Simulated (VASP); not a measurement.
# GaP (F-43m) in VASP: further runs

The runs below take GaP through single point, relaxation of cell and atoms, with PBEsol.

All numbers are computed with VASP 6.6.1; they aren't measurements. Logs are shortened: lines on timing, memory, paths and dates and some standing lists are left out, and cuts for length are marked.

## (1) The cell of the first run

The structure is cubic, space group F-43m (No. 216). Conventional cell: a = 5.438 Å, b = 5.438 Å, c = 5.438 Å, α = 90.00°, β = 90.00°, γ = 90.00°. Ga (site symmetry -43m) has 4 P at 2.35 Å within 3.1 Å. P (site symmetry -43m) has 4 Ga at 2.35 Å within 3.1 Å.

## (2) Single point, PBEsol

Contents of INCAR:

```
  ALGO = Normal
  EDIFF = 1E-6
  ENCUT = 520
  GGA = PS
  ISIF = 2
  ISMEAR = 0
  LASPH = T
  LCHARG = F
  LREAL = F
  LWAVE = F
  NBANDS = 16
  NELM = 60
  PREC = Accurate
  SIGMA = 0.02
```

Contents of KPOINTS:

```
k-points
0
Gamma
  8 8 8
```

Contents of POSCAR:

```
GaP
1.0
    0.0000000000      2.7192244558      2.7192244558
    2.7192244558      0.0000000000      2.7192244558
    2.7192244558      2.7192244558      0.0000000000
Ga P
1 1
Direct
    0.0000000000      0.0000000000      0.0000000000
    0.2500000000      0.2500000000      0.2500000000
```

Potentials or basis: VASP PAW PBE potentials, release 64 (Ga_d, P).

On the command line:

```sh
cat potpaw_PBE.64/Ga_d/POTCAR potpaw_PBE.64/P/POTCAR > POTCAR
mpirun -np 1 vasp_std > vasp.out
```

OUTCAR:

```text
EDIFF = 1E-6
   ENCUT = 520
   GGA = PS
   ISIF = 2
   ISMEAR = 0
   LASPH = T
   LREAL = F
   NELM = 60
   PREC = Accurate

 ion  position               nearest neighbor table
   1  0.000  0.000  0.000-   2 2.35   2 2.35   2 2.35   2 2.35
   2  0.250  0.250  0.250-   1 2.35   1 2.35   1 2.35   1 2.35

  LATTYP: Found a face centered cubic cell.
 ALAT       =     5.4384489116

  Lattice vectors:

 A1 = (   0.0000000000,   2.7192244558,   2.7192244558)
 A2 = (   2.7192244558,   0.0000000000,   2.7192244558)
 A3 = (   2.7192244558,   2.7192244558,   0.0000000000)

Analysis of symmetry for initial positions (statically):
=====================================================================
 Subroutine PRICEL returns:
 Original cell was already a primitive cell.

 Routine SETGRP: Setting up the symmetry group for a
 face centered cubic supercell.

 Subroutine GETGRP returns: Found 24 space group operations
 (whereof 24 operations were pure point group operations)
 out of a pool of 48 trial point group operations.

The static configuration has the point symmetry T_d .

Analysis of symmetry for dynamics (positions and initial velocities):
=====================================================================
 Subroutine PRICEL returns:
 Original cell was already a primitive cell.

 Routine SETGRP: Setting up the symmetry group for a
 face centered cubic supercell.

 Subroutine GETGRP returns: Found 24 space group operations
 (whereof 24 operations were pure point group operations)
 out of a pool of 48 trial point group operations.

The dynamic configuration has the point symmetry T_d .

 Subroutine INISYM returns: Found 24 space group operations
 (whereof 24 operations are pure point group operations),
 and found     1 'primitive' translations

----------------------------------------------------------------------------------------

                                     Primitive cell

  volume of cell :      40.2129

  direct lattice vectors                    reciprocal lattice vectors
     0.000000000  2.719224456  2.719224456    -0.183875957  0.183875957  0.183875957
     2.719224456  0.000000000  2.719224456     0.183875957 -0.183875957  0.183875957
     2.719224456  2.719224456  0.000000000     0.183875957  0.183875957 -0.183875957

  length of vectors
     3.845564105  3.845564105  3.845564105     0.318482500  0.318482500  0.318482500

  position of ions in fractional coordinates (direct lattice)
     0.000000000  0.000000000  0.000000000
     0.250000000  0.250000000  0.250000000

  ion indices of the primitive-cell ions
   primitive index   ion index
                 1           1
                 2           2

----------------------------------------------------------------------------------------

 KPOINTS: k-points

Automatic generation of k-mesh.
 Grid dimensions read from file:
 generate k-points for:    8    8    8

 Generating k-lattice:

  Cartesian coordinates                     Fractional coordinates (reciprocal lattice)
    -0.022984495  0.022984495  0.022984495     0.125000000  0.000000000  0.000000000
     0.022984495 -0.022984495  0.022984495     0.000000000  0.125000000  0.000000000
     0.022984495  0.022984495 -0.022984495     0.000000000  0.000000000  0.125000000

  Length of vectors
     0.039810313  0.039810313  0.039810313

  Shift w.r.t. Gamma in fractional coordinates (k-lattice)
     0.000000000  0.000000000  0.000000000

 Subroutine IBZKPT returns following result:
 ===========================================

 Found     29 irreducible k-points:

 Following reciprocal coordinates:
            Coordinates               Weight
  0.000000  0.000000  0.000000      1.000000
  0.125000  0.000000  0.000000      8.000000
  0.250000  0.000000  0.000000      8.000000
  0.375000  0.000000  0.000000      8.000000
  0.500000  0.000000  0.000000      4.000000
  0.125000  0.125000  0.000000      6.000000
[... 16 lines left out ...]
  0.500000  0.250000  0.125000     48.000000
 -0.375000  0.250000  0.125000     24.000000
 [... further k-points ...]
   k-points           NKPTS =     29   k-points in BZ     NKDIM =     29   number of bands    NBANDS=     16
   number of dos      NEDOS =    301   number of ions     NIONS =      2
   total plane-waves  NPLWV =  27000
   dimension x,y,z NGX =    30 NGY =   30 NGZ =   30
   dimension x,y,z NGXF=    60 NGYF=   60 NGZF=   60
   ions per type =               1   1
   NGX,Y,Z   is equivalent  to a cutoff of  12.97, 12.97, 12.97 a.u.
   NGXF,Y,Z  is equivalent  to a cutoff of  25.94, 25.94, 25.94 a.u.
 SYSTEM =  unknown system
   PREC   = accura    normal or accurate (medium, high low for compatibility)
   ISTART =      0    job   : 0-new  1-cont  2-samecut
   ICHARG =      2    charge: 1-file 2-atom 10-const
   ISPIN  =      1    spin polarized calculation?
   LNONCOLLINEAR =      F non collinear calculations
   LSORBIT =      F    spin-orbit coupling
   LASPH  =      T    aspherical Exc in radial PAW
   ENCUT  =  520.0 eV  38.22 Ry    6.18 a.u.   7.15  7.15  7.15*2*pi/ulx,y,z
   NELM   =     60;   NELMIN=  2; NELMDL= -5     # of ELM steps
   EDIFF  = 0.1E-05   stopping-criterion for ELM
   LREAL  =      F    real-space projection
   EDIFFG = 0.1E-04   stopping-criterion for IOM
   NSW    =      0    number of steps for IOM
   IBRION =     -1    ionic relax: 0-MD 1-quasi-New 2-CG
   NFREE  =      0    steps in history (QN), initial steepest desc. (CG)
   ISIF   =      2    stress and relaxation
   ISYM   =      2    0-nonsym 1-usesym 2-fastsym
   POTIM  = 0.5000    time-step for ionic-motion
   TEBEG  =    0.0;   TEEND  =   0.0 temperature during run
   PSTRESS=    0.0 pullay stress
   NELECT =      18.0000    total number of electrons
   NUPDOWN=      -1.0000    fix difference up-down
   EMIN   =  10.00;   EMAX   =-10.00  energy-range for DOS
   EFERMI =   0.00;   METHOD = LEGACY
   ISMEAR =     0;   SIGMA  =   0.02  broadening in eV -4-tet -1-fermi 0-gaus
   EFERMI_NEDOS =   21; number of points for ismear=-14 and -15
   IALGO  =     38    algorithm
   IMIX   =      4    mixing-type and parameters
     AMIX     =   0.40;   BMIX     =  1.00
     AMIX_MAG =   1.60;   BMIX_MAG =  1.00
  volume/ion in A,a.u.               =      20.11       135.68
  Fermi-wavevector in a.u.,A,eV,Ry     =   1.252306  2.366516 21.337628  1.568271
  Thomas-Fermi vector in A             =   2.386213
   LORBIT       =      0    0 simple, 1 ext, 2 COOP (PROOUT), +10 PAW based schemes
   GGA     = PS    functional components
   LHFCALC =     F    Hartree Fock is set to
   AEXX    =    0.0000 exact exchange contribution
   IVDW    =     0    specifies the selected vdW correction
   LEPSILON=     F    determine dielectric tensor
   LRPA    =     F    only Hartree local field effects (RPA)
 non-spin polarized calculation
 Gauss-broadening in eV      SIGMA  =   0.02
  energy-cutoff  :      520.00
  volume of cell :       40.21
 maximum number of plane-waves:      1106
 NGX is ok and might be reduce to    30
   NGX = 15   NGY = 15   NGZ = 15

 number of electron      17.9999987 magnetization

 Free energy of the ion-electron system (eV)
  ---------------------------------------------------
  ext. energy  EPLUGINS =         0.00000000
  ---------------------------------------------------
  free energy    TOTEN  =        -9.92109316 eV

  energy without entropy =       -9.92109316  energy(sigma->0) =       -9.92109316

 E-fermi :   4.7594     XC(G=0): -10.0514

 val. band max:        4.6365775185   @ k =   0.0000   0.0000   0.0000
 cond. band min:       6.1394690444   @ k =   0.5000   0.5000   0.0000
 fundamental gap:      1.5028915259
 Fermi energy:         4.7593742123

 k-point     1 :       0.0000    0.0000    0.0000
  band No.  band energies     occupation
      1      -9.9159      2.00000
      2      -9.9159      2.00000
      3      -9.9159      2.00000
      4      -9.8131      2.00000
      5      -9.8131      2.00000
      6      -7.9379      2.00000
[... 8 lines left out ...]
     15      14.4178      0.00000
     16      14.4178      0.00000

 k-point     2 :       0.1250    0.0000    0.0000
  band No.  band energies     occupation
      1      -9.9303      2.00000
      2      -9.9110      2.00000
      3      -9.9110      2.00000
      4      -9.8132      2.00000
      5      -9.8132      2.00000
      6      -7.7323      2.00000
[... 8 lines left out ...]
     15      13.7564      0.00000
     16      14.1536      0.00000

 k-point     3 :       0.2500    0.0000    0.0000
  band No.  band energies     occupation
      1      -9.9617      2.00000
      2      -9.9007      2.00000
      3      -9.9007      2.00000
      4      -9.8119      2.00000
      5      -9.8119      2.00000
      6      -7.1492      2.00000
[... 8 lines left out ...]
     15      13.5627      0.00000
     16      14.3677      0.00000

 k-point     4 :       0.3750    0.0000    0.0000
  band No.  band energies     occupation
      1      -9.9897      2.00000
      2      -9.8928      2.00000
      3      -9.8928      2.00000
      4      -9.8080      2.00000
      5      -9.8080      2.00000
      6      -6.3318      2.00000
[... 8 lines left out ...]
     15      14.7807      0.00000
     16      14.7807      0.00000

 k-point     5 :       0.5000    0.0000    0.0000
  band No.  band energies     occupation
      1     -10.0006      2.00000
      2      -9.8904      2.00000
      3      -9.8904      2.00000
      4      -9.8055      2.00000
      5      -9.8055      2.00000
      6      -5.8253      2.00000
[... 8 lines left out ...]
     15      16.3256      0.00000
     16      16.3256      0.00000

 k-point     6 :       0.1250    0.1250    0.0000
  band No.  band energies     occupation
      1      -9.9393      2.00000
      2      -9.9065      2.00000
      3      -9.9065      2.00000
      4      -9.8175      2.00000
      5      -9.8098      2.00000
      6      -7.6641      2.00000
[... 8 lines left out ...]
     15      14.5302      0.00000
     16      14.6643      0.00000

 k-point     7 :       0.2500    0.1250    0.0000
  band No.  band energies     occupation
      1      -9.9639      2.00000
      2      -9.8977      2.00000
      3      -9.8956      2.00000
      4      -9.8207      2.00000
      5      -9.8067      2.00000
      6      -7.2059      2.00000
[... 8 lines left out ...]
     15      14.6398      0.00000
     16      15.6177      0.00000

 k-point     8 :       0.3750    0.1250    0.0000
  band No.  band energies     occupation
      1      -9.9884      2.00000
      2      -9.8909      2.00000
      3      -9.8866      2.00000
      4      -9.8189      2.00000
      5      -9.8039      2.00000
      6      -6.4487      2.00000
[... 8 lines left out ...]
     15      15.3493      0.00000
     16      15.5086      0.00000

 k-point     9 :       0.5000    0.1250    0.0000
  band No.  band energies     occupation
      1     -10.0017      2.00000
      2      -9.8880      2.00000
      3      -9.8835      2.00000
      4      -9.8127      2.00000
      5      -9.8042      2.00000
      6      -5.7464      2.00000
[... 8 lines left out ...]
     15      16.3267      0.00000
     16      16.5141      0.00000
[... 172 lines left out ...]
 k-point    19 :       0.5000    0.3750    0.0000
  band No.  band energies     occupation
      1     -10.0288      2.00000
      2      -9.8585      2.00000
      3      -9.8536      2.00000
      4      -9.8432      2.00000
      5      -9.7940      2.00000
      6      -5.1304      2.00000
[... 8 lines left out ...]
     15      16.6654      0.00000
     16      17.8532      0.00000

 k-point    20 :      -0.3750    0.3750    0.0000
  band No.  band energies     occupation
      1     -10.0206      2.00000
      2      -9.8688      2.00000
      3      -9.8578      2.00000
      4      -9.8334      2.00000
      5      -9.8005      2.00000
      6      -4.9394      2.00000
[... 8 lines left out ...]
     15      15.0131      0.00000
     16      19.3024      0.00000

 k-point    21 :       0.5000    0.5000    0.0000
  band No.  band energies     occupation
      1     -10.0369      2.00000
      2      -9.8509      2.00000
      3      -9.8485      2.00000
      4      -9.8485      2.00000
      5      -9.7907      2.00000
      6      -4.9051      2.00000
[... 8 lines left out ...]
     15      17.0673      0.00000
     16      17.6127      0.00000

 k-point    22 :       0.3750    0.2500    0.1250
  band No.  band energies     occupation
      1      -9.9853      2.00000
      2      -9.8884      2.00000
      3      -9.8843      2.00000
      4      -9.8245      2.00000
      5      -9.8038      2.00000
      6      -6.6532      2.00000
[... 8 lines left out ...]
     15      15.7362      0.00000
     16      16.9453      0.00000

 k-point    23 :       0.5000    0.2500    0.1250
  band No.  band energies     occupation
      1     -10.0010      2.00000
      2      -9.8847      2.00000
      3      -9.8749      2.00000
      4      -9.8224      2.00000
      5      -9.8039      2.00000
      6      -5.8819      2.00000
[... 8 lines left out ...]
     15      16.1151      0.00000
     16      17.4089      0.00000

 k-point    24 :      -0.3750    0.2500    0.1250
  band No.  band energies     occupation
      1     -10.0068      2.00000
      2      -9.8842      2.00000
      3      -9.8715      2.00000
      4      -9.8187      2.00000
      5      -9.8057      2.00000
      6      -5.4111      2.00000
[... 8 lines left out ...]
     15      16.5597      0.00000
     16      17.1137      0.00000

 [... further k-points ...]

------------------------ aborting loop because EDIFF is reached ----------------------------------------

  FORCE on cell =-STRESS in cart. coord.  units (eV):
  Direction    XX          YY          ZZ          XY          YZ          ZX
  --------------------------------------------------------------------------------------
  -------------------------------------------------------------------------------------
  Total       -0.0227449     -0.0227449     -0.0227449      0.0000000     -0.0000000      0.0000000
  in kB       -0.9062098     -0.9062098     -0.9062098      0.0000000     -0.0000000      0.0000000
  external PRESSURE =      -0.9062098 kB  Pullay stress =       0.0000000 kB

 VOLUME and BASIS-vectors are now :
 -----------------------------------------------------------------------------
  energy-cutoff  :      520.00
  volume of cell :       40.21
      direct lattice vectors                 reciprocal lattice vectors
     0.000000000  2.719224456  2.719224456    -0.183875957  0.183875957  0.183875957
     2.719224456  0.000000000  2.719224456     0.183875957 -0.183875957  0.183875957
     2.719224456  2.719224456  0.000000000     0.183875957  0.183875957 -0.183875957

 POSITION                                       TOTAL-FORCE (eV/Angst)
 -----------------------------------------------------------------------------------
      0.00000      0.00000      0.00000         0.000000      0.000000      0.000000
      1.35961      1.35961      1.35961        -0.000000     -0.000000     -0.000000
 -----------------------------------------------------------------------------------
    total drift:                                0.000000      0.000000      0.000000

  FREE ENERGIE OF THE ION-ELECTRON SYSTEM (eV)
  ---------------------------------------------------
  free  energy   TOTEN  =        -9.9210931622 eV

  energy  without entropy=       -9.9210931622  energy(sigma->0) =       -9.92109316
```

Run time: 28 s. Hardware: 1 thread of Intel Xeon Platinum 8259CL at 2.50GHz (Skylake/Cascade Lake), shared host; peak memory 0.17 GiB.

What came out:

| Property | Result |
| --- | --- |
| Free energy | -9.9211 eV |
| Pressure | -0.1 GPa |
| Band gap on the k mesh | 1.50 eV, indirect (least direct gap 1.80 eV) |

Levels at points of the mesh, in eV from the valence-band top:
```tsv
k point	band 6	band 7	band 8	band 9	band 10	band 11	band 12	band 13
(0.00, 0.00, 0.00)	-12.57	0.00	0.00	0.00	1.80	3.83	3.83	3.83
(0.50, 0.00, 0.00)	-10.46	-6.73	-1.14	-1.14	1.61	4.65	4.65	8.10
(0.50, 0.50, 0.00)	-9.54	-6.84	-2.74	-2.74	1.50	1.71	10.60	10.60
```

Caveat: the PAW data sets were made with another functional, which shifts forces and pressure a little.

[end of part 1 of 2]
